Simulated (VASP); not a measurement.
A run of VASP 6.6.1:

File INCAR:

```
PREC = Accurate
ENCUT = 600
EDIFF = 1E-6
ISMEAR = 0
SIGMA = 0.1
LREAL = False
LASPH = True
NELM = 60
ALGO = Normal
ISIF = 3
LWAVE = False
LCHARG = False
GGA = PS
IBRION = 2
NSW = 80
EDIFFG = -0.03
```

File KPOINTS:

```
Automatic mesh
0
Gamma
  4 4 4
```

Contents of POSCAR:

```
K3Na
1.0
    0.0000000000      4.9587623128      4.9587623128
    4.9587623128      0.0000000000      4.9587623128
    4.9587623128      4.9587623128      0.0000000000
Na K
1 3
Direct
    0.0000000000      0.0000000000      0.0000000000
    0.5000000000      0.5000000000      0.5000000000
    0.2500000000      0.2500000000      0.2500000000
    0.7500000000      0.7500000000      0.7500000000
```

Potentials or basis: VASP PAW PBE potentials, release 64 (Na_pv, K_sv).

Command:

```console
$ cat potpaw_PBE.64/Na_pv/POTCAR potpaw_PBE.64/K_sv/POTCAR > POTCAR
$ mpirun -np 1 vasp_std > vasp.out
```

Hardware: 1 thread of Intel(R) Xeon(R) 6975P-C (Granite Rapids), with other jobs on the host.

**Question.** How long does it take, and how much memory?

**Answer.** Wall time 38 s on 1 thread of Intel(R) Xeon(R) 6975P-C (Granite Rapids), on a shared host, peak memory 0.43 GiB. Counts: scf iterations 12, k points 8, ion steps 1.
